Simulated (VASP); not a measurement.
Write the native input for VASP 6.6.1 that does the following.

```yaml
Task: single point
Functional: PBE
Potentials_or_basis: VASP PAW PBE potentials, release 64 (Si, Ti_sv)
Cutoff: 520 eV
k_mesh: 2 × 2 × 2
Occupations: gaussian, width 0.02 eV
Spin: no spin polarisation
Dipole_correction: no
Further_INCAR_settings: LREAL = Auto; ALGO = Normal; EDIFF = 1e-06; NBANDS = 52
```

The structure of TiSi16 (a cell with a defect) lies in POSCAR:

```
TiSi16
1.0
    0.0000000000      5.4300000000      5.4300000000
    5.4300000000      0.0000000000      5.4300000000
    5.4300000000      5.4300000000      0.0000000000
Si Ti
16 1
Direct
   -0.0010096685      0.0003297422     -0.0076864641
    0.1347885820      0.1359979742      0.0936976059
    0.0114484346      0.0121633517      0.4645839779
    0.1122798343      0.1124212707      0.6208201657
   -0.0008071823      0.5089495396     -0.0080421731
    0.1188591160      0.6260672192      0.1294867403
   -0.0222374770      0.5103516575      0.5017216390
    0.1124292818      0.6547974217      0.6205740331
    0.5075502762     -0.0002519337     -0.0065141805
    0.6247476980      0.1193574586      0.1310143646
    0.5101656538     -0.0231470534      0.5033052486
    0.6543562615      0.1117776243      0.6222544199
    0.4896500000      0.4902358195      0.0301610497
    0.6248950276      0.6254060773      0.1306856354
    0.5104777164      0.5099795580      0.5028086556
    0.6149005525      0.6137165746      0.6574381215
    0.2931951197      0.2930387661      0.6206424494
```

These files were run (other wordings do the same):

INCAR

```
ALGO = Normal ; EDIFF = 1E-6
ENCUT = 520 ; GGA = PE
ISIF = 2 ; ISMEAR = 0
LASPH = T ; LCHARG = F
LREAL = Auto ; LWAVE = F
NBANDS = 52 ; NELM = 60
PREC = Accurate ; SIGMA = 0.02
```

KPOINTS

```
k-points
0
Gamma
  2 2 2
```

Potentials or basis: VASP PAW PBE potentials, release 64 (Si, Ti_sv).

Command:

```console
$ cat potpaw_PBE.64/Si/POTCAR potpaw_PBE.64/Ti_sv/POTCAR > POTCAR
$ mpirun -np 1 vasp_std > vasp.out
```

Results of the run:

The pressure is 5.5 GPa and the largest force is 1.705 eV/Å. The band gap on the k mesh is zero (bands 38 and 39 overlap by 0.46 eV).

Caveat: the k points lie up to 0.50 Å⁻¹ apart.

Run time: 3.6 min on 1 thread of Intel(R) Xeon(R) Platinum 8488C (Sapphire Rapids) (shared host), peak memory 0.5 GiB.
